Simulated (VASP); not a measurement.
Wanted: the native input for a VASP 6.6.1 run.

- Task: single point
- Functional: PBE
- Potentials or basis: VASP PAW PBE potentials, release 64 (Ca_sv, Bi_d)
- Cutoff: 520 eV
- k mesh: 12 × 12 × 14
- Occupations: gaussian, width 0.1 eV
- Spin: no spin polarisation
- Dipole correction: no
- Further INCAR settings: ALGO = Fast; EDIFF = 1e-06; NBANDS = 30

The structure of Ca3Bi lies in POSCAR:

```
Ca3Bi
1.0
    6.7848744182      0.0000000000      0.0000000000
   -3.3924372091      5.8758736077      0.0000000000
    0.0000000000      0.0000000000      3.4569478812
Ca Bi
3 1
Direct
    0.0000000000      0.5000000000      0.5000000000
    0.5000000000      0.5000000000      0.5000000000
    0.5000000000      0.0000000000      0.5000000000
    0.0000000000      0.0000000000      0.0000000000
```

The cell was generated, and may not be a known phase.

These files were run (other wordings do the same):

INCAR

```
ALGO = Fast ; EDIFF = 1E-6
ENCUT = 520 ; GGA = PE
ISIF = 2 ; ISMEAR = 0
LASPH = T ; LCHARG = F
LREAL = F ; LWAVE = F
NBANDS = 30 ; NELM = 100
PREC = Accurate ; SIGMA = 0.1
```

KPOINTS

```
k-points
0
Gamma
  12 12 14
```

Potentials or basis: VASP PAW PBE potentials, release 64 (Ca_sv, Bi_d).

The run is started by

```console
$ cat potpaw_PBE.64/Ca_sv/POTCAR potpaw_PBE.64/Bi_d/POTCAR > POTCAR
$ mpirun -np 1 vasp_std > vasp.out
```

Results of the run:

```yaml
Pressure: 0.0 GPa
Band_gap_on_the_k_mesh: zero (an odd number of electrons rules out a gap without spin polarisation)
```

Caveat: spin-orbit coupling is left out, which moves the levels of the heavy elements.

It took 16 min on 1 thread of Intel(R) Xeon(R) Platinum 8488C (Sapphire Rapids), with other jobs on the host, peak memory 0.65 GiB.
